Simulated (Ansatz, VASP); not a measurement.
**ZrB2 in VASP and in Ansatz**

Contents of INCAR:

```
SYSTEM = ZrB2
ALGO = Normal
EDIFF = 1E-6
ENCUT = 520
GGA = CA
ISIF = 2
ISMEAR = 0
LASPH = .True.
LCHARG = .True.
LELF = .True.
LREAL = .False.
LVHAR = .True.
LWAVE = .False.
NBANDS = 16
NELM = 80
PREC = Accurate
SIGMA = 0.15
```

The input KPOINTS:

```
k-points
0
Gamma
  15 15 12
  0 0 0
```

Contents of POSCAR:

```
ZrB2
1.0
    3.2265000000      0.0000000000      0.0000000000
   -1.6132500000      2.7942309653      0.0000000000
    0.0000000000      0.0000000000      3.4308000000
Zr B
1 2
Direct
    0.0000000000      0.0000000000      0.0000000000
    0.3333333333      0.6666666667      0.5000000000
    0.6666666667      0.3333333333      0.5000000000
```

Input for Ansatz:

```yaml
crystal:
  lattice:
    - [3.2265, 0.0, 0.0]
    - [-1.61325, 2.7942309653, 0.0]
    - [0.0, 0.0, 3.4308]
  atoms:
    - { symbol: Zr, position: [0.0, 0.0, 0.0] }
    - { symbol: B, position: [0.3333333333, 0.6666666667, 0.5] }
    - { symbol: B, position: [0.6666666667, 0.3333333333, 0.5] }
basis:
  ecutwfc: 520.0
kpoints:
  mp_grid: { grid: [15, 15, 12] }
hamiltonian:
  xc: lda
  pseudopotentials: { kind: paw }
scf:
  occupations: { method: gaussian, width: 0.15 }
output:
  forces: true
  stress: true
  eigenvalues: true
```

Alike in both runs: task single point; functional LDA; k mesh 15 × 15 × 12; occupations gaussian, width 0.15 eV; no spin polarisation.

|  | VASP | Ansatz |
| --- | --- | --- |
| version | VASP 6.6.1 | Ansatz 0.2.0 |
| potentials or method | VASP PAW LDA potentials, release 64 (Zr_sv, B), cutoff 520 eV | scalar-relativistic, plane waves, PAW |
| valence electrons in the cell | 18 | 18 |

```csv
,VASP,Ansatz,Ansatz less VASP
gap on the k mesh at the Fermi level (eV),none,none,-
pressure (GPa),-10.1,-10.6,-0.48
"traceless stress, the component that is largest in VASP (GPa)",10.47,10.44,-0.022
```

LDA's correlation is that of Perdew and Zunger in VASP and of Perdew and Wang (1992) in Ansatz. A gap of «none» marks a metal or a gap that the smearing closes.
